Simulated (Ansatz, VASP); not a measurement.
**Mn in VASP and in Ansatz**

INCAR

```
AGGAC = 1.0
AGGAX = 1.0
ALDAC = 0.0
ALDAX = 1.0
ALGO = Normal
EDIFF = 1E-6
ENCUT = 520
GGA = B5
ISIF = 2
ISMEAR = -1
ISPIN = 2
LASPH = True
LCHARG = False
LMAXMIX = 4
LORBIT = 11
LREAL = False
LWAVE = False
MAGMOM = 2.092 -2.092
NBANDS = 24
NELM = 150
PREC = Accurate
SIGMA = 0.05
```

File KPOINTS:

```
k-points
0
Gamma
  12 12 12
```

The input POSCAR:

```
Mn
1.0
    0.0000000000      2.5659375275      2.5659375275
    2.5659375275      0.0000000000      2.5659375275
    2.5659375275      2.5659375275      0.0000000000
Mn
2
Direct
    0.1250000000      0.1250000000      0.1250000000
    0.8750000000      0.8750000000      0.8750000000
```

Input for Ansatz:

```yaml
crystal:
  lattice:
    - [0.0, 2.5659375275, 2.5659375275]
    - [2.5659375275, 0.0, 2.5659375275]
    - [2.5659375275, 2.5659375275, 0.0]
  atoms:
    - { symbol: Mn, position: [0.125, 0.125, 0.125], spin: 2.092 }
    - { symbol: Mn, position: [0.875, 0.875, 0.875], spin: -2.092 }
hamiltonian:
  xc: blyp
  pseudopotentials:
    kind: paw
    azcp:
      Mn: "pseudopotentials/Mn.paw.azcp"
basis:
  ecutwfc: 420
  fft_grid_basis: typed
kpoints:
  mp_grid: { grid: [12, 12, 12], shift: [0, 0, 0] }
magnetization:
  spin_polarized: true
scf:
  occupations: { method: fermi_dirac, width: 0.05 }
  lower_state_search: "off"
output:
  stress: true
  write_density: true
  write_potential: true
  elf: true
  volumetric_format: npy
```

Alike in both runs: task single point; functional BLYP; k mesh 12 × 12 × 12; occupations fermi-dirac, width 0.05 eV; collinear spin.

```csv
,VASP,Ansatz
version,VASP 6.6.1,Ansatz 0.2.0
potentials or method,"VASP PAW PBE potentials, release 64 (Mn_pv), cutoff 520 eV","plane waves (420 eV) with PAW, scalar-relativistic"
valence electrons in the cell,26,30
```

VASP gave:

* pressure (GPa): 2.7
* net moment per atom (μB): 0.00
* size of the moment on the site where the two differ most (μB): 2.04

Problem. Which values does Ansatz return?

Solution. Pressure (GPa): 2.3; net moment per atom (μB): 0.00; size of the moment on the site where the two differ most (μB): 1.89.

VASP's potentials were made for PBE, not for BLYP. Site moments also hang on the region over which each program counts them. VASP's potentials hold 26 valence electrons a cell and Ansatz's 30, so a difference there can come from the potentials and not from the codes.
